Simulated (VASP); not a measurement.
# Co (P6_3/mmc) in VASP: a series of runs

Runs on Co. Level: PBE. Tasks: single point, relaxation of cell and atoms.

Everything below comes from runs of VASP 6.6.1. Logs are shortened: lines on timing, memory, paths and dates and some standing lists are left out, and cuts for length are marked.

## (1) The cell of the first run

It takes space group P6_3/mmc (No. 194, hexagonal). The conventional cell has a = 2.495 Å, b = 2.495 Å, c = 8.082 Å, α = 90.00°, β = 90.00°, γ = 120.00°. Co (site symmetry -3m) has 12 Co at 2.48 to 2.50 Å within 3.3 Å. Co (site symmetry -6m2) has 12 Co at 2.48 to 2.50 Å within 3.3 Å.

## (2) Single point, PBE, collinear spin, ferromagnetic start

Contents of INCAR:

```
SYSTEM = Co
PREC = Accurate
ENCUT = 520
EDIFF = 1E-6
ISMEAR = -1
SIGMA = 0.05
LREAL = .FALSE.
LASPH = .TRUE.
NELM = 150
ALGO = Normal
ISIF = 2
LWAVE = .FALSE.
LCHARG = .FALSE.
ISPIN = 2
MAGMOM = 1.704 1.704 1.724 1.724
LORBIT = 11
LMAXMIX = 4
GGA = PE
NBANDS = 30
```

Contents of KPOINTS:

```
regular mesh
0
G
  19 19 5
  0 0 0
```

Contents of POSCAR:

```
Co
1.0
    2.4951765572      0.0000000000      0.0000000000
   -1.2475882786      2.1608862854      0.0000000000
    0.0000000000      0.0000000000      8.0817282511
Co
4
Direct
    1.0000000000      0.0000000000      1.0000000000
    0.0000000000      0.0000000000      0.5000000000
    0.3333333333      0.6666666667      0.2500000000
    0.6666666667      0.3333333333      0.7500000000
```

Potentials or basis: VASP PAW PBE potentials, release 64 (Co).

On the command line:

```
> cat potpaw_PBE.64/Co/POTCAR > POTCAR
> mpirun -np 1 vasp_std > vasp.out
```

OUTCAR:

```text
SYSTEM = Co
   PREC = Accurate
   ENCUT = 520
   EDIFF = 1E-6
   ISMEAR = -1
   LREAL = .FALSE.
   LASPH = .TRUE.
   NELM = 150
   ISIF = 2
   ISPIN = 2
   LORBIT = 11
   GGA = PE

 ion  position               nearest neighbor table
   1  0.000  0.000  0.000-   3 2.48   4 2.48   3 2.48   4 2.48   4 2.48   3 2.48
   2  0.000  0.000  0.500-   3 2.48   4 2.48   3 2.48   4 2.48   4 2.48   3 2.48
   3  0.333  0.667  0.250-   1 2.48   2 2.48   1 2.48   2 2.48   1 2.48   2 2.48
   4  0.667  0.333  0.750-   1 2.48   2 2.48   1 2.48   2 2.48   1 2.48   2 2.48

  LATTYP: Found a hexagonal cell.
 ALAT       =     2.4951765572
 C/A-ratio  =     3.2389404380

  Lattice vectors:

 A1 = (   2.4951765572,   0.0000000000,   0.0000000000)
 A2 = (  -1.2475882786,   2.1608862854,   0.0000000000)
 A3 = (   0.0000000000,   0.0000000000,   8.0817282511)

Analysis of symmetry for initial positions (statically):
=====================================================================
 Subroutine PRICEL returns:
 Original cell was already a primitive cell.

 Routine SETGRP: Setting up the symmetry group for a
 hexagonal supercell.

 Subroutine GETGRP returns: Found 24 space group operations
 (whereof 12 operations were pure point group operations)
 out of a pool of 24 trial point group operations.

The static configuration has the point symmetry D_3d.
 The point group associated with its full space group is D_6h.

Analysis of symmetry for dynamics (positions and initial velocities):
=====================================================================
 Subroutine PRICEL returns:
 Original cell was already a primitive cell.

 Routine SETGRP: Setting up the symmetry group for a
 hexagonal supercell.

 Subroutine GETGRP returns: Found 24 space group operations
 (whereof 12 operations were pure point group operations)
 out of a pool of 24 trial point group operations.

The dynamic configuration has the point symmetry D_3d.
 The point group associated with its full space group is D_6h.

Analysis of structural, dynamic, and magnetic symmetry:
=====================================================================
 Subroutine PRICEL returns:
 Original cell was already a primitive cell.

 Routine SETGRP: Setting up the symmetry group for a
 hexagonal supercell.

 Subroutine GETGRP returns: Found 24 space group operations
 (whereof 12 operations were pure point group operations)
 out of a pool of 24 trial point group operations.

The overall configuration has the point symmetry D_3d.
 The point group associated with its full space group is D_6h.

 Subroutine INISYM returns: Found 24 space group operations
 (whereof 12 operations are pure point group operations),
 and found     1 'primitive' translations

----------------------------------------------------------------------------------------

                                     Primitive cell

  volume of cell :      43.5750

  direct lattice vectors                    reciprocal lattice vectors
     2.495176557  0.000000000  0.000000000     0.400773243  0.231386540  0.000000000
    -1.247588279  2.160886285  0.000000000     0.000000000  0.462773079  0.000000000
     0.000000000  0.000000000  8.081728251     0.000000000  0.000000000  0.123735910

  length of vectors
     2.495176557  2.495176557  8.081728251     0.462773079  0.462773079  0.123735910

  position of ions in fractional coordinates (direct lattice)
     0.000000000  0.000000000  0.000000000
     0.000000000  0.000000000  0.500000000
     0.333333333  0.666666667  0.250000000
     0.666666667  0.333333333  0.750000000

  ion indices of the primitive-cell ions
   primitive index   ion index
                 1           1
                 2           2
                 3           3
                 4           4

----------------------------------------------------------------------------------------

 KPOINTS: regular mesh

Automatic generation of k-mesh.
 Grid dimensions read from file:
 generate k-points for:   19   19    5

 Generating k-lattice:

  Cartesian coordinates                     Fractional coordinates (reciprocal lattice)
     0.021093329  0.012178239  0.000000000     0.052631579  0.000000000  0.000000000
     0.000000000  0.024356478  0.000000000     0.000000000  0.052631579  0.000000000
     0.000000000  0.000000000  0.024747182     0.000000000  0.000000000  0.200000000

  Length of vectors
     0.024356478  0.024356478  0.024747182

  Shift w.r.t. Gamma in fractional coordinates (k-lattice)
     0.000000000  0.000000000  0.000000000

 Subroutine IBZKPT returns following result:
 ===========================================

 Found    120 irreducible k-points:

 Following reciprocal coordinates:
            Coordinates               Weight
  0.000000  0.000000  0.000000      1.000000
  0.052632  0.000000  0.000000      6.000000
  0.105263  0.000000  0.000000      6.000000
  0.157895  0.000000  0.000000      6.000000
  0.210526  0.000000  0.000000      6.000000
  0.263158  0.000000  0.000000      6.000000
[... 16 lines left out ...]
  0.263158  0.105263  0.000000     12.000000
  0.315789  0.105263  0.000000     12.000000
 [... further k-points ...]
   k-points           NKPTS =    120   k-points in BZ     NKDIM =    120   number of bands    NBANDS=     30
   number of dos      NEDOS =    301   number of ions     NIONS =      4
   total plane-waves  NPLWV =  24000
   dimension x,y,z NGX =    20 NGY =   20 NGZ =   60
   dimension x,y,z NGXF=    40 NGYF=   40 NGZF=  120
   ions per type =               4
   NGX,Y,Z   is equivalent  to a cutoff of  13.33, 13.33, 12.34 a.u.
   NGXF,Y,Z  is equivalent  to a cutoff of  26.65, 26.65, 24.68 a.u.
 SYSTEM =  Co
   PREC   = accura    normal or accurate (medium, high low for compatibility)
   ISTART =      0    job   : 0-new  1-cont  2-samecut
   ICHARG =      2    charge: 1-file 2-atom 10-const
   ISPIN  =      2    spin polarized calculation?
   LNONCOLLINEAR =      F non collinear calculations
   LSORBIT =      F    spin-orbit coupling
   LASPH  =      T    aspherical Exc in radial PAW
   ENCUT  =  520.0 eV  38.22 Ry    6.18 a.u.   4.64  4.64 15.03*2*pi/ulx,y,z
   NELM   =    150;   NELMIN=  2; NELMDL= -5     # of ELM steps
   EDIFF  = 0.1E-05   stopping-criterion for ELM
   LREAL  =      F    real-space projection
   EDIFFG = 0.1E-04   stopping-criterion for IOM
   NSW    =      0    number of steps for IOM
   IBRION =     -1    ionic relax: 0-MD 1-quasi-New 2-CG
   NFREE  =      0    steps in history (QN), initial steepest desc. (CG)
   ISIF   =      2    stress and relaxation
   ISYM   =      2    0-nonsym 1-usesym 2-fastsym
   POTIM  = 0.5000    time-step for ionic-motion
   TEBEG  =    0.0;   TEEND  =   0.0 temperature during run
   PSTRESS=    0.0 pullay stress
   NELECT =      36.0000    total number of electrons
   NUPDOWN=      -1.0000    fix difference up-down
   EMIN   =  10.00;   EMAX   =-10.00  energy-range for DOS
   EFERMI =   0.00;   METHOD = LEGACY
   ISMEAR =    -1;   SIGMA  =   0.05  broadening in eV -4-tet -1-fermi 0-gaus
   EFERMI_NEDOS =   21; number of points for ismear=-14 and -15
   IALGO  =     38    algorithm
   IMIX   =      4    mixing-type and parameters
     AMIX     =   0.40;   BMIX     =  1.00
     AMIX_MAG =   1.60;   BMIX_MAG =  1.00
  volume/ion in A,a.u.               =      10.89        73.51
  Fermi-wavevector in a.u.,A,eV,Ry     =   1.536137  2.902877 32.105883  2.359716
  Thomas-Fermi vector in A             =   2.642828
   LORBIT       =     11    0 simple, 1 ext, 2 COOP (PROOUT), +10 PAW based schemes
   GGA     = PE    functional components
   LHFCALC =     F    Hartree Fock is set to
   AEXX    =    0.0000 exact exchange contribution
   IVDW    =     0    specifies the selected vdW correction
   LEPSILON=     F    determine dielectric tensor
   LRPA    =     F    only Hartree local field effects (RPA)
 spin polarized calculation
  energy-cutoff  :      520.00
  volume of cell :       43.58
 maximum number of plane-waves:      1190
 NGX is ok and might be reduce to    20
   NGX =  9   NGY =  9   NGZ = 31

 number of electron      35.9999999 magnetization       6.5389430

 Free energy of the ion-electron system (eV)
  ---------------------------------------------------
  ext. energy  EPLUGINS =         0.00000000
  ---------------------------------------------------
  free energy    TOTEN  =       -28.13652665 eV

  energy without entropy =      -28.10691111  energy(sigma->0) =      -28.12171888

 E-fermi :  10.2609     XC(G=0): -13.3805

 val. band max:       10.2599487080   @ k =   0.2105   0.2105   0.4000
 cond. band min:      10.2639011114   @ k =   0.1579   0.0526   0.4000
 fundamental gap:      0.0039524033
 Fermi energy:        10.2609341634

 spin component 1

 k-point     1 :       0.0000    0.0000    0.0000
  band No.  band energies     occupation
      1       1.3104      1.00000
      2       3.5322      1.00000
      3       3.5542      1.00000
      4       5.0959      1.00000
      5       7.2692      1.00000
      6       7.2971      1.00000
[... 781 lines left out ...]
     29      23.5505      0.00000
     30      25.8261      0.00000

 [... further k-points ...]

 spin component 2

 k-point     1 :       0.0000    0.0000    0.0000
  band No.  band energies     occupation
      1       1.3137      1.00000
      2       3.6175      1.00000
      3       3.6202      1.00000
      4       6.0296      1.00000
      5       8.6165      1.00000
      6       8.6812      1.00000
[... 781 lines left out ...]
     29      23.8748      0.00000
     30      26.1449      0.00000

 [... further k-points ...]

------------------------ aborting loop because EDIFF is reached ----------------------------------------

  FORCE on cell =-STRESS in cart. coord.  units (eV):
  Direction    XX          YY          ZZ          XY          YZ          ZX
  --------------------------------------------------------------------------------------
  -------------------------------------------------------------------------------------
  Total       -0.2002660     -0.2002660     -0.1868216      0.0000000      0.0000000      0.0000000
  in kB       -7.3634343     -7.3634343     -6.8691046      0.0000000      0.0000000      0.0000000
  external PRESSURE =      -7.1986577 kB  Pullay stress =       0.0000000 kB

 VOLUME and BASIS-vectors are now :
 -----------------------------------------------------------------------------
  energy-cutoff  :      520.00
  volume of cell :       43.58
      direct lattice vectors                 reciprocal lattice vectors
     2.495176557  0.000000000  0.000000000     0.400773243  0.231386540  0.000000000
    -1.247588279  2.160886285  0.000000000     0.000000000  0.462773079  0.000000000
     0.000000000  0.000000000  8.081728251     0.000000000  0.000000000  0.123735910

 POSITION                                       TOTAL-FORCE (eV/Angst)
 -----------------------------------------------------------------------------------
      0.00000      0.00000      0.00000        -0.000000     -0.000000      0.000000
      0.00000      0.00000      4.04086         0.000000     -0.000000      0.000000
     -0.00000      1.44059      2.02043        -0.000000      0.000000     -0.000000
      1.24759      0.72030      6.06130         0.000000     -0.000000      0.000000
 -----------------------------------------------------------------------------------
    total drift:                                0.000000     -0.000000      0.000000

  FREE ENERGIE OF THE ION-ELECTRON SYSTEM (eV)
  ---------------------------------------------------
  free  energy   TOTEN  =       -28.1365266499 eV

  energy  without entropy=      -28.1069111082  energy(sigma->0) =      -28.12171888

 total charge

# of ion       s       p       d       tot
------------------------------------------
    1        0.489   0.518   7.260   8.267
    2        0.489   0.518   7.260   8.267
    3        0.488   0.521   7.253   8.262
    4        0.488   0.521   7.253   8.262
--------------------------------------------------
tot          1.953   2.078  29.026  33.057

 magnetization (x)

# of ion       s       p       d       tot
------------------------------------------
    1       -0.014  -0.052   1.712   1.646
    2       -0.014  -0.052   1.712   1.646
    3       -0.014  -0.053   1.729   1.663
    4       -0.014  -0.053   1.729   1.663
--------------------------------------------------
tot         -0.055  -0.209   6.881   6.618
```

Run time: 6 min. Hardware: 1 thread of Intel Xeon Platinum 8259CL at 2.50GHz (Skylake/Cascade Lake), shared host; peak memory 0.32 GiB.

Results:

```
Free energy                                           : -28.1365 eV
Pressure                                              : -0.7 GPa
Net moment                                            : 6.54 μB per cell
Site moments                                          : Co +1.65, +1.66 (each value once) μB
Valence electrons inside the program's atomic spheres : Co 8.27, 8.26 (each value once)
```

## (3) Single point, PBE, collinear spin, ferromagnetic start (11.77 Å³/atom)

This run uses another cell than the first one, of 11.77 Å³/atom.

Contents of INCAR:

```
PREC     = Accurate       # precision mode
ENCUT    = 520            # plane-wave cutoff, eV
EDIFF    = 1E-7           # SCF threshold, eV
ISMEAR   = -1             # smearing method
SIGMA    = 0.05           # smearing width, eV
LREAL    = F              # projectors in reciprocal space
LASPH    = T              # aspherical terms in the spheres
NELM     = 150            # most SCF steps
ALGO     = Normal         # electronic algorithm
ISIF     = 2              # what is computed and relaxed
LWAVE    = F              # write WAVECAR
LCHARG   = F              # write CHGCAR
ISPIN    = 2              # spin polarisation
MAGMOM   = 1.707 1.707 1.725 1.725 # initial moments
LORBIT   = 11             # projections on sites
LMAXMIX  = 4              # l up to which the mixer works
GGA      = PE             # functional
NBANDS   = 30             # bands
```

Contents of KPOINTS:

```
regular mesh
0
Gamma
  16 16 5
```

Contents of POSCAR:

```
Co
1.0
    2.5600151373      0.0000000000      0.0000000000
   -1.2800075687      2.2170381429      0.0000000000
    0.0000000000      0.0000000000      8.2917365501
Co
4
Direct
    1.0000000000      0.0000000000      1.0000000000
    0.0000000000      0.0000000000      0.5000000000
    0.3333333333      0.6666666667      0.2500000000
    0.6666666667      0.3333333333      0.7500000000
```

Potentials or basis: VASP PAW PBE potentials, release 64 (Co).

On the command line:

```
> cat potpaw_PBE.64/Co/POTCAR > POTCAR
> mpirun -np 1 vasp_std > vasp.out
```

Run time: 4.3 min. Hardware: 1 thread of Intel Xeon Platinum 8488C (Sapphire Rapids), shared host; peak memory 0.3 GiB.

It converged, with:

```
Free energy                                           : -27.9599 eV
Pressure                                              : -13.9 GPa
Net moment                                            : 6.76 μB per cell
Site moments                                          : Co +1.72, +1.73 (each value once) μB
Valence electrons inside the program's atomic spheres : Co 8.13, 8.12 (each value once)
```

Stress tensor (GPa, compression positive):
```
-13.82   0.00   0.00
  0.00 -13.82   0.00
  0.00   0.00 -13.96
```

Levels at points of the mesh, in eV from the Fermi level:
Spin up:
| k point | band 18 | band 19 | band 20 | band 21 | band 22 | band 23 | band 24 | band 25 | band 26 | band 27 |
| --- | --- | --- | --- | --- | --- | --- | --- | --- | --- | --- |
| (0.00, 0.00, 0.00) | -1.60 | -1.60 | -1.30 | -1.30 | -0.95 | -0.95 | -0.11 | 5.57 | 14.01 | 14.01 |
| (0.50, 0.00, 0.00) | -0.77 | -0.74 | -0.72 | 0.23 | 1.29 | 2.10 | 2.71 | 6.19 | 6.22 | 9.73 |
Spin down:
```
           k point  band 12  band 13  band 14  band 15  band 16  band 17
(0.00, 0.00, 0.00)    -0.70    -0.70    -0.68    -0.68    -0.19     0.09
(0.50, 0.00, 0.00)    -0.07    -0.03     0.47     1.06     1.11     1.11
```

Caveat: the cell stands under tension.

(Continued in part 2 of 2.)
